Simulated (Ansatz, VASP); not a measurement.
## Ni in VASP and in Ansatz

The input INCAR:

```
ALGO = Normal
EDIFF = 1E-6
ENCUT = 520
GGA = CA
ISIF = 2
ISMEAR = -1
LASPH = T
LCHARG = F
LREAL = F
LWAVE = F
NBANDS = 17
NELM = 100
PREC = Accurate
SIGMA = 0.1
```

KPOINTS

```
k-points
0
Gamma
  17 17 17
```

File POSCAR:

```
Ni
1.0
   -2.9067251268      2.9071415998      1.1997737580
    2.9071415998     -2.9067251268      1.1997737580
    1.5118594372      1.5118594372     -1.1990109870
Ni
2
Direct
    0.0000233866      0.9999766134      1.0000000000
    0.7499766134      0.2500233866      0.5000000000
```

Input for Ansatz:

```yaml
crystal:
  lattice:
    - [-2.9067251268, 2.9071415998, 1.199773758]
    - [2.9071415998, -2.9067251268, 1.199773758]
    - [1.5118594372, 1.5118594372, -1.199010987]
  atoms:
    - { symbol: Ni, position: [2.33866e-05, 0.9999766134, 1.0] }
    - { symbol: Ni, position: [0.7499766134, 0.2500233866, 0.5] }
hamiltonian:
  xc: lda
  pseudopotentials:
    kind: paw
    azcp:
      Ni: "pseudopotentials/Ni.paw.azcp"
basis:
  ecutwfc: 420
  fft_grid_basis: typed
kpoints:
  mp_grid: { grid: [17, 17, 17], shift: [0, 0, 0] }
magnetization:
  spin_polarized: false
scf:
  occupations: { method: fermi_dirac, width: 0.1 }
  lower_state_search: "off"
output:
  stress: true
  write_density: true
  write_potential: true
  elf: true
  volumetric_format: npy
```

Alike in both runs: task single point; functional LDA; k mesh 17 × 17 × 17; occupations fermi-dirac, width 0.1 eV; no spin polarisation.

|  | VASP | Ansatz |
| --- | --- | --- |
| version | VASP 6.6.1 | Ansatz 0.2.0 |
| potentials or method | VASP PAW LDA potentials, release 64 (Ni), cutoff 520 eV | plane waves (420 eV) with PAW, scalar-relativistic |
| valence electrons in the cell | 20 | 36 |

Ansatz gave:

* pressure (GPa): -8.9
* traceless stress, the component that is largest in VASP (GPa): 0.32

**Question.** Which values does VASP return?

**Answer.** Pressure (GPa): -8.8; traceless stress, the component that is largest in VASP (GPa): 0.28.

Ansatz warns that its potentials were made for another functional, while VASP's fit it. LDA's correlation is that of Perdew and Zunger in VASP and of Perdew and Wang (1992) in Ansatz. VASP's potentials hold 20 valence electrons a cell and Ansatz's 36, so a difference there can come from the potentials and not from the codes.
